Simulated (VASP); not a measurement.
Wanted: the native input for a VASP 6.6.1 run.

| Property | Result |
| --- | --- |
| Task | relaxation of cell and atoms |
| Functional | PBE |
| Potentials or basis | VASP PAW PBE potentials, release 64 (Li_sv, C) |
| Cutoff | 600 eV |
| k mesh | 4 × 4 × 12 |
| Occupations | gaussian, width 0.1 eV |
| Spin | collinear spin, zero start |
| Starting moments | [0.0, 0.0, 0.0] μB |
| Dipole correction | no |
| Further INCAR settings | ALGO = Normal; EDIFF = 1e-06; IBRION = 2; EDIFFG = -0.04; NSW = 90; ISIF = 3 |

The structure of LiC2 lies in POSCAR:

```
LiC2
1.0
    4.1786090397      0.0000000000      0.0000000000
    0.0000000000      4.1786090397      0.0000000000
    0.0000000000      0.0000000000      1.3834247486
Li C
1 2
Direct
    0.0000000000      0.0000000000      0.0000000000
    0.5000000000      0.0000000000      0.0000000000
    0.0000000000      0.5000000000      0.0000000000
```

This cell differs from its parent crystal: atoms taken out.

One way to write it, as run:

INCAR

```
SYSTEM = LiC2
PREC = Accurate
ENCUT = 600
EDIFF = 1E-6
ISMEAR = 0
SIGMA = 0.1
LREAL = .False.
LASPH = .True.
NELM = 150
ALGO = Normal
ISIF = 3
LWAVE = .False.
LCHARG = .False.
ISPIN = 2
MAGMOM = 0 0 0
LORBIT = 11
GGA = PE
IBRION = 2
NSW = 90
EDIFFG = -0.04
```

KPOINTS

```
Automatic mesh
0
Gamma
  4 4 12
  0 0 0
```

Potentials or basis: VASP PAW PBE potentials, release 64 (Li_sv, C).

Launch:

```sh
$ cat potpaw_PBE.64/Li_sv/POTCAR potpaw_PBE.64/C/POTCAR > POTCAR
$ mpirun -np 1 vasp_std > vasp.out
```

Results of the run:

```
Relaxed volume                                        : 8.68 Å³/atom
Relaxed cell                                          : a = 4.358 Å, b = 4.358 Å, c = 1.372 Å, α = 90.00°, β = 90.00°, γ = 90.00°
Space group after relaxing (to 0.1 Å)                 : P4/mmm (No. 123)
Energy gained by relaxing                             : 25.5 meV/atom
Ionic steps                                           : 7
Pressure after relaxing                               : 0.1 GPa
Net moment                                            : 0.00 μB per cell
Valence electrons inside the program's atomic spheres : Li 2.17; C 2.54
```

Caveat: the k points lie up to 0.38 Å⁻¹ apart in the final cell; the cell differs from its parent crystal (atoms taken out); the cutoff is under 1.25 times the usual one of these potentials, so pressure, stress and relaxed cells hold a basis-set (Pulay) error; atoms lie so close that the PAW spheres overlap strongly, which falsifies energies and pressures.

Run time: 99 s on 1 thread of Intel Xeon 8259CL, on a shared host, peak memory 0.16 GiB.
